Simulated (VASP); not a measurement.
# Sc (I4/mmm) in VASP: a series of runs

Runs on Sc. Level: r2SCAN. Tasks: single point.

Program: VASP 6.6.1. These are calculated values, not measurements. Logs are shortened: lines on timing, memory, paths and dates and some standing lists are left out, and cuts for length are marked.

## 1. The cell of the first run

The structure is tetragonal, space group I4/mmm (No. 139). The conventional cell has a = 3.131 Å, b = 3.131 Å, c = 4.655 Å, α = 90.00°, β = 90.00°, γ = 90.00°. Sc (site symmetry 4/mmm) has 12 Sc at 3.13 to 3.21 Å within 4.1 Å.

## 2. Single point, r2SCAN (strain -0.025 along x and y, +0.025 along z)

File POSCAR:

```
Sc
1.0
    0.0000000000      2.2137375000      2.3272625000
    2.2137375000      0.0000000000      2.3272625000
    2.2137375000      2.2137375000      0.0000000000
Sc
1
Direct
    0.0000000000      0.0000000000      0.0000000000
```

File INCAR.step1:

```
SYSTEM = Sc
PREC = Accurate ; ENCUT = 520
ISMEAR = 0 ; SIGMA = 0.15
LREAL = .False. ; LASPH = .True.
NELM = 100 ; NBANDS = 12
GGA = PE ; ALGO = Normal
EDIFF = 1E-4 ; LWAVE = .True.
LCHARG = .False.
```

File INCAR.step2:

```
SYSTEM = Sc
PREC = Accurate ; ENCUT = 520
EDIFF = 1E-6 ; ISMEAR = 0
SIGMA = 0.15 ; LREAL = .False.
LASPH = .True. ; NELM = 100
ALGO = Normal ; ISIF = 2
LWAVE = .False. ; LCHARG = .True.
METAGGA = R2SCAN ; LMIXTAU = .True.
LELF = .True. ; LVHAR = .True.
NBANDS = 12 ; ISTART = 1
```

File KPOINTS:

```
Automatic mesh
0
Gamma
  18 18 18
  0 0 0
```

Potentials or basis: VASP PAW PBE potentials, release 64 (Sc_sv).

The run is started by

```bash
$ cat potpaw_PBE.64/Sc_sv/POTCAR > POTCAR
$ cp INCAR.step1 INCAR
$ mpirun -np 1 vasp_std > vasp.out
$ cp INCAR.step2 INCAR
$ mpirun -np 1 vasp_std > vasp.out
```

OUTCAR:

```text
SYSTEM = Sc
   PREC = Accurate
   ENCUT = 520
   EDIFF = 1E-6
   ISMEAR = 0
   LREAL = .False.
   LASPH = .True.
   NELM = 100
   ISIF = 2
   METAGGA = R2SCAN
   ISTART = 1

 ion  position               nearest neighbor table
   1  0.000  0.000  0.000-

  LATTYP: Found a body centered tetragonal cell.
 ALAT       =     3.1306975960
 C/A-ratio  =     1.4867373348

  Lattice vectors:

 A1 = (  -2.2137375000,   0.0000000000,   2.3272625000)
 A2 = (   2.2137375000,   0.0000000000,   2.3272625000)
 A3 = (   0.0000000000,   2.2137375000,  -2.3272625000)

Analysis of symmetry for initial positions (statically):
=====================================================================
 Subroutine PRICEL returns:
 Original cell was already a primitive cell.

 Routine SETGRP: Setting up the symmetry group for a
 body centered tetragonal supercell.

 Subroutine GETGRP returns: Found 16 space group operations
 (whereof 16 operations were pure point group operations)
 out of a pool of 16 trial point group operations.

The static configuration has the point symmetry D_4h.

Analysis of symmetry for dynamics (positions and initial velocities):
=====================================================================
 Subroutine PRICEL returns:
 Original cell was already a primitive cell.

 Routine SETGRP: Setting up the symmetry group for a
 body centered tetragonal supercell.

 Subroutine GETGRP returns: Found 16 space group operations
 (whereof 16 operations were pure point group operations)
 out of a pool of 16 trial point group operations.

The dynamic configuration has the point symmetry D_4h.

 Subroutine INISYM returns: Found 16 space group operations
 (whereof 16 operations are pure point group operations),
 and found     1 'primitive' translations

----------------------------------------------------------------------------------------

                                     Primitive cell

  volume of cell :      22.8101

  direct lattice vectors                    reciprocal lattice vectors
     0.000000000  2.213737500  2.327262500    -0.225862371  0.225862371  0.214844694
     2.213737500  0.000000000  2.327262500     0.225862371 -0.225862371  0.214844694
     2.213737500  2.213737500  0.000000000     0.225862371  0.225862371 -0.214844694

  length of vectors
     3.211975165  3.211975165  3.130697596     0.384949170  0.384949170  0.384949170

  position of ions in fractional coordinates (direct lattice)
     0.000000000  0.000000000  0.000000000

  ion indices of the primitive-cell ions
   primitive index   ion index
[... 81 lines left out ...]
   POTIM  = 0.5000    time-step for ionic-motion
   TEBEG  =    0.0;   TEEND  =   0.0 temperature during run
   PSTRESS=    0.0 pullay stress
   NELECT =      11.0000    total number of electrons
   NUPDOWN=      -1.0000    fix difference up-down
   EMIN   =  10.00;   EMAX   =-10.00  energy-range for DOS
   EFERMI =   0.00;   METHOD = LEGACY
   ISMEAR =     0;   SIGMA  =   0.15  broadening in eV -4-tet -1-fermi 0-gaus
   EFERMI_NEDOS =   21; number of points for ismear=-14 and -15
   IALGO  =     38    algorithm
   IMIX   =      4    mixing-type and parameters
     AMIX     =   0.40;   BMIX     =  1.00
     AMIX_MAG =   1.60;   BMIX_MAG =  1.00
  volume/ion in A,a.u.               =      22.81       153.93
  Fermi-wavevector in a.u.,A,eV,Ry     =   1.283797  2.426025 22.424252  1.648136
  Thomas-Fermi vector in A             =   2.416029
   LORBIT       =      0    0 simple, 1 ext, 2 COOP (PROOUT), +10 PAW based schemes
   METAGGA = R2SCAN    functional components
   LHFCALC =     F    Hartree Fock is set to
   AEXX    =    0.0000 exact exchange contribution
   IVDW    =     0    specifies the selected vdW correction
   LEPSILON=     F    determine dielectric tensor
   LRPA    =     F    only Hartree local field effects (RPA)
 non-spin polarized calculation
 Gauss-broadening in eV      SIGMA  =   0.15
  energy-cutoff  :      520.00
  volume of cell :       22.81
 maximum number of plane-waves:       632
   NGX = 11   NGY = 11   NGZ = 11

 number of electron      11.0000002 magnetization

 Free energy of the ion-electron system (eV)
  ---------------------------------------------------
  ext. energy  EPLUGINS =         0.00000000
  ---------------------------------------------------
  free energy    TOTEN  =       -11.26409405 eV

  energy without entropy =      -11.24393765  energy(sigma->0) =      -11.25401585

 E-fermi :   4.2644     XC(G=0): -10.9484

 val. band max:        4.2630208101   @ k =  -0.2778   0.1111   0.3333
 cond. band min:       4.2656459841   @ k =   0.5000   0.1111   0.2778
 fundamental gap:      0.0026251741
 Fermi energy:         4.2644302514

 k-point     1 :       0.0000    0.0000    0.0000
  band No.  band energies     occupation
      1     -47.0712      2.00000
      2     -24.4604      2.00000
      3     -24.4603      2.00000
      4     -24.4456      2.00000
      5      -1.4517      2.00000
      6       5.9574      0.00000
      7       6.2949      0.00000
      8       6.2949      0.00000
      9       7.5686      0.00000
     10       7.9759      0.00000
     11      17.6890      0.00000
     12      21.0345      0.00000
[... 331 lines left out ...]
 k-point    24 :      -0.2222    0.0556    0.0000
  band No.  band energies     occupation
      1     -47.0279      2.00000
      2     -24.7270      2.00000
      3     -24.5014      2.00000
      4     -24.4785      2.00000
      5       0.1633      2.00000
      6       5.1431      0.00000
      7       6.2090      0.00000
      8       6.6411      0.00000
      9       7.6183      0.00000
     10       7.9571      0.00000
     11      16.0957      0.00000
     12      18.2851      0.00000

 [... further k-points ...]

------------------------ aborting loop because EDIFF is reached ----------------------------------------

  FORCE on cell =-STRESS in cart. coord.  units (eV):
  Direction    XX          YY          ZZ          XY          YZ          ZX
  --------------------------------------------------------------------------------------
  -------------------------------------------------------------------------------------
  Total        0.8745356      0.8745356      0.7753157      0.0000000      0.0000000      0.0000000
  in kB       61.4271650     61.4271650     54.4579814      0.0000000      0.0000000      0.0000000
  external PRESSURE =      59.1041038 kB  Pullay stress =       0.0000000 kB

 VOLUME and BASIS-vectors are now :
 -----------------------------------------------------------------------------
  energy-cutoff  :      520.00
  volume of cell :       22.81
      direct lattice vectors                 reciprocal lattice vectors
     0.000000000  2.213737500  2.327262500    -0.225862371  0.225862371  0.214844694
     2.213737500  0.000000000  2.327262500     0.225862371 -0.225862371  0.214844694
     2.213737500  2.213737500  0.000000000     0.225862371  0.225862371 -0.214844694

 POSITION                                       TOTAL-FORCE (eV/Angst)
 -----------------------------------------------------------------------------------
      0.00000      0.00000      0.00000         0.000000     -0.000000      0.000000
 -----------------------------------------------------------------------------------
    total drift:                               -0.000000      0.000000     -0.000000

  FREE ENERGIE OF THE ION-ELECTRON SYSTEM (eV)
  ---------------------------------------------------
  free  energy   TOTEN  =       -11.2640940543 eV

  energy  without entropy=      -11.2439376484  energy(sigma->0) =      -11.25401585
```

OSZICAR.step1:

```text
N       E                     dE             d eps       ncg     rms          rms(c)
DAV:   1     0.733270666150E+02    0.73327E+02   -0.50723E+03 11560   0.902E+02
DAV:   2    -0.538973600367E+01   -0.78717E+02   -0.77110E+02 11528   0.284E+02
DAV:   3    -0.678045772645E+01   -0.13907E+01   -0.13630E+01 14924   0.500E+01
DAV:   4    -0.680277501674E+01   -0.22317E-01   -0.22302E-01 14364   0.510E+00
DAV:   5    -0.680314018410E+01   -0.36517E-03   -0.36516E-03 15572   0.631E-01    0.572E+00
DAV:   6    -0.625611544104E+01    0.54702E+00   -0.82388E-01 17368   0.132E+01    0.173E+00
DAV:   7    -0.618645275071E+01    0.69663E-01   -0.15957E-01 18264   0.558E+00    0.528E-01
DAV:   8    -0.618248496996E+01    0.39678E-02   -0.10531E-02 14188   0.146E+00    0.141E-01
DAV:   9    -0.618217194398E+01    0.31303E-03   -0.12964E-03 17408   0.546E-01    0.256E-02
DAV:  10    -0.618217132655E+01    0.61743E-06   -0.27585E-05  6596   0.716E-02
   1 F= -.61821713E+01 E0= -.61721503E+01  d E =-.200421E-01
```

It took 4.1 min on 1 thread of Intel Xeon Platinum 8259CL at 2.50GHz (Skylake/Cascade Lake), shared host; peak memory 0.25 GiB.

What came out:

| Item | Value |
| --- | --- |
| Free energy | -11.2641 eV |
| Pressure | 5.9 GPa |
| Band gap on the k mesh | zero (an odd number of electrons rules out a gap without spin polarisation) |

Stress tensor (GPa, compression positive):
```
6.14 0.00 0.00
0.00 6.14 0.00
0.00 0.00 5.45
```

Caveat: the cell differs from its parent crystal (strain -0.025 along x and y, +0.025 along z); the cell stands under pressure; the PAW data sets were made with another functional, which shifts forces and pressure a little.

## 3. Single point, r2SCAN (strain -0.025 along x and y, +0.050 along z)

File POSCAR:

```
Sc
1.0
    0.0000000000      2.2137375000      2.3840250000
    2.2137375000      0.0000000000      2.3840250000
    2.2137375000      2.2137375000      0.0000000000
Sc
1
Direct
    0.0000000000      0.0000000000      0.0000000000
```

File INCAR.step1:

```
SYSTEM = Sc
  ALGO = Normal
  EDIFF = 1E-4
  ENCUT = 520
  GGA = PE
  ISMEAR = 0
  LASPH = .True.
  LCHARG = .False.
  LREAL = .False.
  LWAVE = .True.
  NBANDS = 12
  NELM = 100
  PREC = Accurate
  SIGMA = 0.15
```

File INCAR.step2:

```
SYSTEM = Sc
  ALGO = Normal
  EDIFF = 1E-6
  ENCUT = 520
  ISIF = 2
  ISMEAR = 0
  ISTART = 1
  LASPH = .True.
  LCHARG = .False.
  LMIXTAU = .True.
  LREAL = .False.
  LWAVE = .False.
  METAGGA = R2SCAN
  NBANDS = 12
  NELM = 100
  PREC = Accurate
  SIGMA = 0.15
```

File KPOINTS:

```
k-points
0
Gamma
  18 18 18
  0 0 0
```

Potentials or basis: VASP PAW PBE potentials, release 64 (Sc_sv).

The run is started by

```bash
$ cat potpaw_PBE.64/Sc_sv/POTCAR > POTCAR
$ cp INCAR.step1 INCAR
$ mpirun -np 1 vasp_std > vasp.out
$ cp INCAR.step2 INCAR
$ mpirun -np 1 vasp_std > vasp.out
```

OUTCAR:

```text
SYSTEM = Sc
   EDIFF = 1E-6
   ENCUT = 520
   ISIF = 2
   ISMEAR = 0
   ISTART = 1
   LASPH = .True.
   LREAL = .False.
   METAGGA = R2SCAN
   NELM = 100
   PREC = Accurate

 ion  position               nearest neighbor table
   1  0.000  0.000  0.000-

  LATTYP: Found a body centered tetragonal cell.
 ALAT       =     3.1306975960
 C/A-ratio  =     1.5229992210

  Lattice vectors:

 A1 = (  -2.2137375000,   0.0000000000,   2.3840250000)
[... 538 lines left out ...]
     10       7.6720      0.00000
     11      15.6887      0.00000
     12      17.8854      0.00000

 [... further k-points ...]

------------------------ aborting loop because EDIFF is reached ----------------------------------------

  FORCE on cell =-STRESS in cart. coord.  units (eV):
  Direction    XX          YY          ZZ          XY          YZ          ZX
  --------------------------------------------------------------------------------------
  -------------------------------------------------------------------------------------
  Total        0.6930836      0.6930836      0.5273635      0.0000000      0.0000000     -0.0000000
  in kB       47.5229244     47.5229244     36.1599334      0.0000000      0.0000000     -0.0000000
  external PRESSURE =      43.7352607 kB  Pullay stress =       0.0000000 kB

 VOLUME and BASIS-vectors are now :
 -----------------------------------------------------------------------------
  energy-cutoff  :      520.00
  volume of cell :       23.37
      direct lattice vectors                 reciprocal lattice vectors
     0.000000000  2.213737500  2.384025000    -0.225862371  0.225862371  0.209729344
     2.213737500  0.000000000  2.384025000     0.225862371 -0.225862371  0.209729344
     2.213737500  2.213737500  0.000000000     0.225862371  0.225862371 -0.209729344

 POSITION                                       TOTAL-FORCE (eV/Angst)
 -----------------------------------------------------------------------------------
      0.00000      0.00000      0.00000         0.000000     -0.000000     -0.000000
 -----------------------------------------------------------------------------------
    total drift:                                0.000000      0.000000     -0.000000

  FREE ENERGIE OF THE ION-ELECTRON SYSTEM (eV)
  ---------------------------------------------------
  free  energy   TOTEN  =       -11.2799450603 eV

  energy  without entropy=      -11.2588423538  energy(sigma->0) =      -11.26939371
```

Wall time 3.4 min (1 thread of Intel Xeon Platinum 8259CL at 2.50GHz (Skylake/Cascade Lake), shared host); peak memory 0.25 GiB.

What came out:

```yaml
Free_energy: -11.2799 eV
Pressure: 4.4 GPa
Band_gap_on_the_k_mesh: zero (an odd number of electrons rules out a gap without spin polarisation)
```

Stress tensor (GPa, compression positive):
```
4.75 0.00 0.00
0.00 4.75 0.00
0.00 0.00 3.62
```

Levels at points of the mesh, in eV from the Fermi level:
| k point | band 1 | band 2 | band 3 | band 4 | band 5 | band 6 | band 7 | band 8 | band 9 | band 10 |
| --- | --- | --- | --- | --- | --- | --- | --- | --- | --- | --- |
| (0.00, 0.00, 0.00) | -51.41 | -28.82 | -28.82 | -28.80 | -5.67 | 1.56 | 2.06 | 2.06 | 3.11 | 3.70 |
| (0.50, 0.00, 0.00) | -51.33 | -29.31 | -28.89 | -28.86 | -1.89 | 0.17 | 1.48 | 2.01 | 4.28 | 4.51 |
| (0.50, 0.50, 0.00) | -51.32 | -29.25 | -28.96 | -28.96 | -1.75 | -0.51 | 1.30 | 4.42 | 4.63 | 4.63 |
| (0.50, 0.00, 0.50) | -51.30 | -29.29 | -29.05 | -28.95 | -1.70 | -0.72 | 2.51 | 4.37 | 4.42 | 4.85 |

Caveat: the cell differs from its parent crystal (strain -0.025 along x and y, +0.050 along z); the cell stands under pressure; the PAW data sets were made with another functional, which shifts forces and pressure a little.
